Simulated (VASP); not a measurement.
Cs: single point with PBE

Crystal: Cs.

```xyz
1
Lattice="-3.0250 3.0250 3.0250 3.0250 -3.0250 3.0250 3.0250 3.0250 -3.0250" Properties=species:S:1:pos:R:3 pbc="T T T"
Cs    0.0000    0.0000    0.0000
```

- Program: VASP 6.6.1
- Task: single point
- Functional: PBE
- Potentials or basis: VASP PAW PBE potentials, release 64 (Cs_sv)
- Cutoff: 520 eV
- k mesh: 10 × 10 × 10
- Occupations: gaussian, width 0.05 eV
- Spin: no spin polarisation
- Dipole correction: no
- Further INCAR settings: ALGO = Normal; EDIFF = 1e-06; NBANDS = 10

```json
{"Pressure": "0.1 GPa", "Band gap on the k mesh": "zero (an odd number of electrons rules out a gap without spin polarisation)"}
```

Levels at points of the mesh, in eV from the Fermi level:
```
           k point  band 2  band 3  band 4  band 5  band 6  band 7
(0.00, 0.00, 0.00)  -10.59  -10.59  -10.59   -1.73    2.50    2.50
(0.50, 0.00, 0.00)  -10.74  -10.64  -10.59    0.01    0.90    1.63
(0.50, 0.50, 0.50)  -10.70  -10.70  -10.70    0.60    0.60    3.10
```

Wall time 70 s on 1 thread of AMD EPYC 7R13 (shared host), peak memory 0.22 GiB.

Caveat: spin-orbit coupling is left out, which moves the levels of the heavy elements.
